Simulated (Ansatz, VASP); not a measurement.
**As2O in VASP and in Ansatz**

Contents of INCAR:

```
SYSTEM = As2O
PREC = Accurate ; ENCUT = 520
EDIFF = 1E-6 ; ISMEAR = -1
SIGMA = 0.15 ; LREAL = .False.
LASPH = .True. ; NELM = 150
ALGO = Normal ; ISIF = 2
LWAVE = .False. ; LCHARG = .False.
MAGMOM = 0 0 0 0 0 0 0 0 0 ; LORBIT = 11
LSORBIT = .True. ; GGA_COMPAT = .False.
LORBMOM = .True. ; GGA = PE
NBANDS = 29
```

Contents of KPOINTS:

```
regular mesh
0
Gamma
  3 3 1
  0 0 0
```

Contents of POSCAR:

```
As2O
1.0
    3.0456990000     -0.0145150000     -0.0186080000
   -1.5354190000      2.5720920000      0.0169670000
   -0.0303870000      0.0144490000      4.5886230000
O As
1 2
Direct
    0.9440800000      0.7565030000      0.0944560000
    1.2653510000      1.4384650000      0.3323420000
    1.5896430000      1.0732680000      0.7557280000
```

Input for Ansatz:

```yaml
crystal:
  lattice:
    - [3.045699, -0.014515, -0.018608]
    - [-1.535419, 2.572092, 0.016967]
    - [-0.030387, 0.014449, 4.588623]
  atoms:
    - { symbol: O, position: [0.94408, 0.756503, 0.094456] }
    - { symbol: As, position: [1.265351, 1.438465, 0.332342] }
    - { symbol: As, position: [1.589643, 1.073268, 0.755728] }
kpoints:
  mp_grid: { grid: [3, 3, 1] }
hamiltonian:
  xc: pbe
  pseudopotentials:
    kind: paw_fr
    azcp:
      As: "pseudopotentials/pbe/paw/ansatz_paw_generated_soft_1/As.paw.azcp"
      O: "pseudopotentials/pbe/paw/ansatz_paw_generated_soft_1/O.paw.azcp"
scf:
  occupations: { method: fermi_dirac, width: 0.15 }
  convergence: { dr2_threshold: "1e-9 eV" }
  max_iter: 300
output:
  forces: true
  stress: true
  eigenvalues: true
magnetization:
  noncollinear: true
  spin_orbit: true
```

Alike in both runs: task single point; functional PBE; k mesh 3 × 3 × 1; occupations fermi-dirac, width 0.15 eV; non-collinear spin, spin-orbit coupling.

```csv
,VASP,Ansatz
version,VASP 6.6.1,Ansatz 0.2.0 development build
potentials or method,"VASP PAW PBE potentials, release 64 (O, As)","plane waves, PAW datasets (generated soft set 1)"
plane-wave cutoff (eV),520,420
valence electrons in the cell,16,36
```

|  | VASP | Ansatz | Ansatz less VASP |
| --- | --- | --- | --- |
| rms of the force components (eV/Å) | 0.453 | 0.442 | -0.0105 |
| net moment per atom (μB) | 0.00 | 0.00 | 0.000 |

Atom by atom the forces differ by 0.034 eV/Å (rms over components). VASP's potentials hold 16 valence electrons a cell and Ansatz's 36, so a difference there can come from the potentials and not from the codes. Ansatz's warnings: stress scf threshold loose.

The k mesh is coarse, so the values compare programs but aren't converged.
